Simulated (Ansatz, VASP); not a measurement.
## One calculation of GaAs, two programs

Contents of INCAR:

```
SYSTEM = GaAs
ALGO     = Normal         ! electronic algorithm
EDIFF    = 1E-6           ! SCF threshold, eV
ENCUT    = 520            ! plane-wave cutoff, eV
GGA      = PE             ! functional
ISIF     = 2              ! what is computed and relaxed
ISMEAR   = 0              ! smearing method
LASPH    = .TRUE.         ! aspherical terms in the spheres
LCHARG   = .FALSE.        ! write CHGCAR
LREAL    = .FALSE.        ! projectors in reciprocal space
LWAVE    = .FALSE.        ! write WAVECAR
NBANDS   = 16             ! bands
NELM     = 100            ! most SCF steps
PREC     = Accurate       ! precision mode
SIGMA    = 0.019000000000000003 ! smearing width, eV
```

File KPOINTS:

```
k-points
0
G
  8 8 8
  0 0 0
```

Contents of POSCAR:

```
GaAs
1.0
    0.0000000000      2.8268500000      2.8268500000
    2.8268500000      0.0000000000      2.8268500000
    2.8268500000      2.8268500000      0.0000000000
As Ga
1 1
Direct
    0.7500000000      0.7500000000      0.7500000000
    0.0000000000      0.0000000000      0.0000000000
```

The input input.yaml:

```yaml
crystal:
  lattice:
    - [0.0, 2.82685, 2.82685]
    - [2.82685, 0.0, 2.82685]
    - [2.82685, 2.82685, 0.0]
  atoms:
    - { symbol: As, position: [0.75, 0.75, 0.75] }
    - { symbol: Ga, position: [0.0, 0.0, 0.0] }
kpoints:
  mp_grid: { grid: [8, 8, 8] }
scf:
  occupations: { method: gaussian, width: 0.019 }
hamiltonian:
  xc: pbe
  pseudopotentials: { kind: all_electron, lapw: { basis_error: 0.001 } }
output:
  forces: true
  stress: true
  eigenvalues: true
```

Alike in both runs: task single point; functional PBE; k mesh 8 × 8 × 8; occupations gaussian, width 0.019 eV; no spin polarisation.

```csv
,VASP,Ansatz
version,VASP 6.6.1,Ansatz 0.2.0
potentials or method,"VASP PAW PBE potentials, release 64 (As, Ga_d), cutoff 520 eV","all-electron LAPW, scalar-relativistic"
```

|  | VASP | Ansatz | Ansatz less VASP |
| --- | --- | --- | --- |
| gap on the k mesh at the Fermi level (eV) | 0.52 | 0.52 | +0.001 |
| least direct gap on the mesh (eV) | 0.52 | 0.52 | +0.001 |
| pressure (GPa) | 3.4 | 3.3 | -0.17 |

Ansatz ran all-electron here, and VASP with PAW potentials.
